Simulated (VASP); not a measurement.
Here is a VASP 6.6.1 calculation.

INCAR

```
PREC     = Accurate       # precision mode
ENCUT    = 600            # plane-wave cutoff, eV
EDIFF    = 1E-6           # SCF threshold, eV
ISMEAR   = 0              # smearing method
SIGMA    = 0.1            # smearing width, eV
LREAL    = F              # projectors in reciprocal space
LASPH    = T              # aspherical terms in the spheres
NELM     = 100            # most SCF steps
ALGO     = Normal         # electronic algorithm
ISIF     = 3              # what is computed and relaxed
LWAVE    = F              # write WAVECAR
LCHARG   = F              # write CHGCAR
GGA      = PE             # functional
IBRION   = 2              # ionic algorithm
NSW      = 90             # ionic steps
EDIFFG   = -0.04          # ionic threshold
```

Contents of KPOINTS:

```
regular mesh
0
Gamma
  9 9 9
```

Contents of POSCAR:

```
Pt
1.0
    1.3831721974      0.7985748405      7.0793010638
   -1.3831721974      0.7985748405      7.0793010638
    0.0000000000     -1.5971496811      7.0793010638
Pt
3
Direct
    0.0000000000      0.0000000000      0.0000000000
    0.2226677255      0.2226677255      0.2226677255
    0.7773322745      0.7773322745      0.7773322745
```

Potentials or basis: VASP PAW PBE potentials, release 64 (Pt).

Command:

```console
$ cat potpaw_PBE.64/Pt/POTCAR > POTCAR
$ mpirun -np 1 vasp_std > vasp.out
```

**Question.** Predict the relaxed cell.

**Answer.** a = 7.267 Å, b = 7.267 Å, c = 7.267 Å, α = 21.96°, β = 21.96°, γ = 21.96°.

**Question.** What does it give for the band gap on the k mesh?

**Answer.** Zero (bands 15 and 16 overlap by 1.52 eV).

**Question.** Predict the relaxed volume.

**Answer.** 15.68 Å³/atom.

Final structure:
```yaml
crystal:
  lattice:
    - [1.38415, 0.79914, 7.08912]
    - [-1.38415, 0.79914, 7.08912]
    - [0.00000, -1.59827, 7.08912]
  atoms:
    - { symbol: Pt, position: [0.00000, 0.00000, 0.00000] }
    - { symbol: Pt, position: [0.22267, 0.22267, 0.22267] }
    - { symbol: Pt, position: [0.77733, 0.77733, 0.77733] }
```

Caveat: spin-orbit coupling is left out, which moves the levels of the heavy elements.
